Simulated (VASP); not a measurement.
# GaAs (GaAs (110), 1 layers) in VASP: density of states with PBE

Aim: the density of states of GaAs (GaAs (110), 1 layers) with PBE.

Everything below comes from runs of VASP 6.6.1. Logs are shortened: lines on timing, memory, paths and dates and some standing lists are left out, and cuts for length are marked.

## 1. The cell of the first run

The cell holds a slab with vacuum, 2 atoms: a = 4.062 Å, b = 5.745 Å, c = 16.000 Å, α = 90.00°, β = 90.00°, γ = 90.00°.

## 2. Density of states, PBE

The input, POSCAR:

```
GaAs
1.0
    4.0620561041      0.0000000000      0.0000000000
    0.0000000000      5.7446148335      0.0000000000
    0.0000000000      0.0000000000     16.0000000000
Ga As
1 1
Direct
    0.2500000000      0.1250000000      0.5000000000
    0.7500000000      0.8750000000      0.5000000000
```

The input, INCAR.step1:

```
ALGO = Normal ; DIPOL = 0.5 0.5 0.500
EDIFF = 1E-7 ; ENCUT = 520
GGA = PE ; IDIPOL = 3
ISIF = 2 ; ISMEAR = -1
LASPH = True ; LCHARG = True
LDIPOL = True ; LREAL = False
LWAVE = False ; NBANDS = 16
NELM = 80 ; PREC = Accurate
SIGMA = 0.02
```

The input, KPOINTS.step1:

```
k-points
0
Gamma
  8 5 1
```

The input, INCAR.step2:

```
ALGO = Normal ; DIPOL = 0.5 0.5 0.500
EDIFF = 1E-7 ; ENCUT = 520
GGA = PE ; ICHARG = 11
IDIPOL = 3 ; ISIF = 2
ISMEAR = -5 ; LASPH = True
LCHARG = False ; LDIPOL = True
LORBIT = 10 ; LREAL = False
LWAVE = False ; NBANDS = 16
NEDOS = 1001 ; NELM = 80
PREC = Accurate ; SIGMA = 0.02
```

The input, KPOINTS.step2:

```
k-points
0
Gamma
  12 8 1
```

Potentials or basis: VASP PAW PBE potentials, release 64 (Ga_d, As).

Launch:

```
$ cat potpaw_PBE.64/Ga_d/POTCAR potpaw_PBE.64/As/POTCAR > POTCAR
$ cp INCAR.step1 INCAR
$ cp KPOINTS.step1 KPOINTS
$ mpirun -np 1 vasp_std > vasp.out
$ cp INCAR.step2 INCAR
$ cp KPOINTS.step2 KPOINTS
$ mpirun -np 1 vasp_std > vasp.out
```

OUTCAR:

```text
EDIFF = 1E-7
   ENCUT = 520
   GGA = PE
   ICHARG = 11
   ISIF = 2
   ISMEAR = -5
   LASPH = True
   LORBIT = 10
   LREAL = False
   NELM = 80
   PREC = Accurate

 ion  position               nearest neighbor table
   1  0.250  0.125  0.500-   2 2.49   2 2.49
   2  0.750  0.875  0.500-   1 2.49   1 2.49

  LATTYP: Found a simple orthorhombic cell.
 ALAT       =     4.0620561041
 B/A-ratio  =     1.4142135624
 C/A-ratio  =     3.9388919281

  Lattice vectors:

 A1 = (   4.0620561041,   0.0000000000,   0.0000000000)
 A2 = (   0.0000000000,   5.7446148335,   0.0000000000)
 A3 = (   0.0000000000,   0.0000000000,  16.0000000000)

Analysis of symmetry for initial positions (statically):
=====================================================================
 Subroutine PRICEL returns:
 Original cell was already a primitive cell.

 Routine SETGRP: Setting up the symmetry group for a
 simple orthorhombic supercell.

 Subroutine GETGRP returns: Found  4 space group operations
 (whereof  2 operations were pure point group operations)
 out of a pool of  8 trial point group operations.

The static configuration has the point symmetry C_1h.
 The point group associated with its full space group is C_2v.

Analysis of symmetry for dynamics (positions and initial velocities):
=====================================================================
 Subroutine PRICEL returns:
 Original cell was already a primitive cell.

 Routine SETGRP: Setting up the symmetry group for a
 simple orthorhombic supercell.

 Subroutine GETGRP returns: Found  4 space group operations
 (whereof  2 operations were pure point group operations)
 out of a pool of  8 trial point group operations.

The dynamic configuration has the point symmetry C_1h.
 The point group associated with its full space group is C_2v.

 Subroutine INISYM returns: Found  4 space group operations
 (whereof  2 operations are pure point group operations),
 and found     1 'primitive' translations

----------------------------------------------------------------------------------------

                                     Primitive cell

  volume of cell :     373.3592

  direct lattice vectors                    reciprocal lattice vectors
     4.062056104  0.000000000  0.000000000     0.246180746  0.000000000  0.000000000
     0.000000000  5.744614834  0.000000000     0.000000000  0.174076075  0.000000000
     0.000000000  0.000000000 16.000000000     0.000000000  0.000000000  0.062500000

  length of vectors
     4.062056104  5.744614834 16.000000000     0.246180746  0.174076075  0.062500000

  position of ions in fractional coordinates (direct lattice)
     0.250000000  0.125000000  0.500000000
     0.750000000  0.875000000  0.500000000

  ion indices of the primitive-cell ions
   primitive index   ion index
                 1           1
                 2           2

----------------------------------------------------------------------------------------

 KPOINTS: k-points

Automatic generation of k-mesh.
 Grid dimensions read from file:
 generate k-points for:   12    8    1

 Generating k-lattice:

  Cartesian coordinates                     Fractional coordinates (reciprocal lattice)
     0.020515062  0.000000000  0.000000000     0.083333333  0.000000000  0.000000000
     0.000000000  0.021759509  0.000000000     0.000000000  0.125000000  0.000000000
     0.000000000  0.000000000  0.062500000     0.000000000  0.000000000  1.000000000

  Length of vectors
     0.020515062  0.021759509  0.062500000

  Shift w.r.t. Gamma in fractional coordinates (k-lattice)
     0.000000000  0.000000000  0.000000000

 TETIRR: Found    288 inequivalent tetrahedra from      576

 Subroutine IBZKPT returns following result:
 ===========================================

 Found     35 irreducible k-points:

 Following reciprocal coordinates:
            Coordinates               Weight
  0.000000  0.000000  0.000000      1.000000
  0.083333  0.000000  0.000000      2.000000
  0.166667  0.000000  0.000000      2.000000
  0.250000  0.000000  0.000000      2.000000
  0.333333  0.000000  0.000000      2.000000
  0.416667  0.000000  0.000000      2.000000
[... 16 lines left out ...]
  0.083333  0.375000  0.000000      4.000000
  0.166667  0.375000  0.000000      4.000000
 [... further k-points ...]
   k-points           NKPTS =     35   k-points in BZ     NKDIM =     35   number of bands    NBANDS=     16
   number of dos      NEDOS =   1001   number of ions     NIONS =      2
   total plane-waves  NPLWV = 172800
   dimension x,y,z NGX =    30 NGY =   48 NGZ =  120
   dimension x,y,z NGXF=    60 NGYF=   96 NGZF=  240
   ions per type =               1   1
   NGX,Y,Z   is equivalent  to a cutoff of  12.28, 13.89, 12.47 a.u.
   NGXF,Y,Z  is equivalent  to a cutoff of  24.56, 27.78, 24.94 a.u.
 SYSTEM =  unknown system
   PREC   = accura    normal or accurate (medium, high low for compatibility)
   ISTART =      0    job   : 0-new  1-cont  2-samecut
   ICHARG =     11    charge: 1-file 2-atom 10-const
   ISPIN  =      1    spin polarized calculation?
   LNONCOLLINEAR =      F non collinear calculations
   LSORBIT =      F    spin-orbit coupling
   LASPH  =      T    aspherical Exc in radial PAW
   ENCUT  =  520.0 eV  38.22 Ry    6.18 a.u.   7.55 10.68 29.75*2*pi/ulx,y,z
   NELM   =     80;   NELMIN=  2; NELMDL=  0     # of ELM steps
   EDIFF  = 0.1E-06   stopping-criterion for ELM
   LREAL  =      F    real-space projection
   EDIFFG = 0.1E-05   stopping-criterion for IOM
   NSW    =      0    number of steps for IOM
   IBRION =     -1    ionic relax: 0-MD 1-quasi-New 2-CG
   NFREE  =      0    steps in history (QN), initial steepest desc. (CG)
   ISIF   =      2    stress and relaxation
   ISYM   =      2    0-nonsym 1-usesym 2-fastsym
   POTIM  = 0.5000    time-step for ionic-motion
   TEBEG  =    0.0;   TEEND  =   0.0 temperature during run
   PSTRESS=    0.0 pullay stress
   NELECT =      18.0000    total number of electrons
   NUPDOWN=      -1.0000    fix difference up-down
   EMIN   =  10.00;   EMAX   =-10.00  energy-range for DOS
   EFERMI =   0.00;   METHOD = LEGACY
   ISMEAR =    -5;   SIGMA  =   0.02  broadening in eV -4-tet -1-fermi 0-gaus
   EFERMI_NEDOS =   21; number of points for ismear=-14 and -15
   IALGO  =     38    algorithm
   IMIX   =      4    mixing-type and parameters
     AMIX     =   0.40;   BMIX     =  1.00
     AMIX_MAG =   1.60;   BMIX_MAG =  1.00
  volume/ion in A,a.u.               =     186.68      1259.78
  Fermi-wavevector in a.u.,A,eV,Ry     =   0.595831  1.125958  4.830273  0.355015
  Thomas-Fermi vector in A             =   1.645946
   LORBIT       =     10    0 simple, 1 ext, 2 COOP (PROOUT), +10 PAW based schemes
   GGA     = PE    functional components
   LHFCALC =     F    Hartree Fock is set to
   AEXX    =    0.0000 exact exchange contribution
   IVDW    =     0    specifies the selected vdW correction
   LEPSILON=     F    determine dielectric tensor
   LRPA    =     F    only Hartree local field effects (RPA)
 non-spin polarized calculation
 Fermi weights with tetrahedron method with Bloechl corrections
  energy-cutoff  :      520.00
  volume of cell :      373.36
 maximum number of plane-waves:     10098

 number of electron      18.0000013 magnetization

 dipolmoment           0.000000      0.000000      0.000000 electrons x Angstroem

 Free energy of the ion-electron system (eV)
  ---------------------------------------------------
  ext. energy  EPLUGINS =         0.00000000
  ---------------------------------------------------
  free energy    TOTEN  =        -5.86502031 eV

  energy without entropy =       -5.86502031  energy(sigma->0) =       -5.86502031

 E-fermi :  -3.8354     XC(G=0):  -2.1618

 val. band max:       -3.8365799805   @ k =   0.5000   0.0000   0.0000
 cond. band min:      -3.8256166864   @ k =   0.4167   0.2500   0.0000
 fundamental gap:      0.0109632941
 Fermi energy:        -3.8354063259

 k-point     1 :       0.0000    0.0000    0.0000
  band No.  band energies     occupation
      1     -18.6612      2.00000
      2     -18.6459      2.00000
      3     -18.5986      2.00000
      4     -18.5626      2.00000
      5     -18.5352      2.00000
      6     -14.1621      2.00000
[... 8 lines left out ...]
     15       1.6091      0.00000
     16       2.5404      0.00000

 k-point     2 :       0.0833    0.0000    0.0000
  band No.  band energies     occupation
      1     -18.6610      2.00000
      2     -18.6458      2.00000
      3     -18.6028      2.00000
      4     -18.5580      2.00000
      5     -18.5357      2.00000
      6     -14.1193      2.00000
[... 8 lines left out ...]
     15       1.6250      0.00000
     16       2.0572      0.00000

 k-point     3 :       0.1667    0.0000    0.0000
  band No.  band energies     occupation
      1     -18.6602      2.00000
      2     -18.6456      2.00000
      3     -18.6120      2.00000
      4     -18.5479      2.00000
      5     -18.5371      2.00000
      6     -13.9957      2.00000
[... 8 lines left out ...]
     15       1.3634      0.00000
     16       1.9503      0.00000
[... 362 lines left out ...]
 k-point    23 :       0.0833    0.3750    0.0000
  band No.  band energies     occupation
      1     -18.6604      2.00000
      2     -18.6459      2.00000
      3     -18.6030      2.00000
      4     -18.5580      2.00000
      5     -18.5357      2.00000
      6     -14.0937      2.00000
[... 8 lines left out ...]
     15       1.8851      0.00000
     16       2.1313      0.00000

 k-point    24 :       0.1667    0.3750    0.0000
  band No.  band energies     occupation
      1     -18.6597      2.00000
      2     -18.6456      2.00000
      3     -18.6123      2.00000
      4     -18.5479      2.00000
      5     -18.5371      2.00000
      6     -13.9708      2.00000
[... 8 lines left out ...]
     15       1.8704      0.00000
     16       2.3333      0.00000

 [... further k-points ...]

------------------------ aborting loop because EDIFF is reached ----------------------------------------

 vacuum level on the upper side and lower side of the slab       (xc-potential included)        -0.025        -0.025

  FORCE on cell =-STRESS in cart. coord.  units (eV):
  Direction    XX          YY          ZZ          XY          YZ          ZX
  --------------------------------------------------------------------------------------
  -------------------------------------------------------------------------------------
  Total       -1.2421583     -2.1620087      1.2763221      0.0000000      0.0000000      0.0000000
  in kB       -5.3304111     -9.2777189      5.4770165      0.0000000      0.0000000      0.0000000
  external PRESSURE =      -3.0437045 kB  Pullay stress =       0.0000000 kB

 VOLUME and BASIS-vectors are now :
 -----------------------------------------------------------------------------
  energy-cutoff  :      520.00
  volume of cell :      373.36
      direct lattice vectors                 reciprocal lattice vectors
     4.062056104  0.000000000  0.000000000     0.246180746  0.000000000  0.000000000
     0.000000000  5.744614834  0.000000000     0.000000000  0.174076075  0.000000000
     0.000000000  0.000000000 16.000000000     0.000000000  0.000000000  0.062500000

 POSITION                                       TOTAL-FORCE (eV/Angst)
 -----------------------------------------------------------------------------------
      1.01551      0.71808      8.00000         0.000000     -1.248806      0.000000
      3.04654      5.02654      8.00000         0.000000      1.248806      0.000000
 -----------------------------------------------------------------------------------
    total drift:                                0.000000      0.026639     -0.000000

  FREE ENERGIE OF THE ION-ELECTRON SYSTEM (eV)
  ---------------------------------------------------
  free  energy   TOTEN  =        -5.8650203097 eV

  energy  without entropy=       -5.8650203097  energy(sigma->0) =       -5.86502031

 vacuum level on the upper side and lower side of the slab         1.097         1.097

 total charge

# of ion       s       p       d       tot
------------------------------------------
    1        1.047   0.504   9.944  11.495
    2        1.280   1.347   0.014   2.642
--------------------------------------------------
tot          2.327   1.852   9.959  14.137
```

It took 9.8 min on 1 thread of AMD EPYC 7R13, shared host; peak memory 0.5 GiB.

What came out:

- Valence electrons inside the program's atomic spheres: Ga 11.49; As 2.64
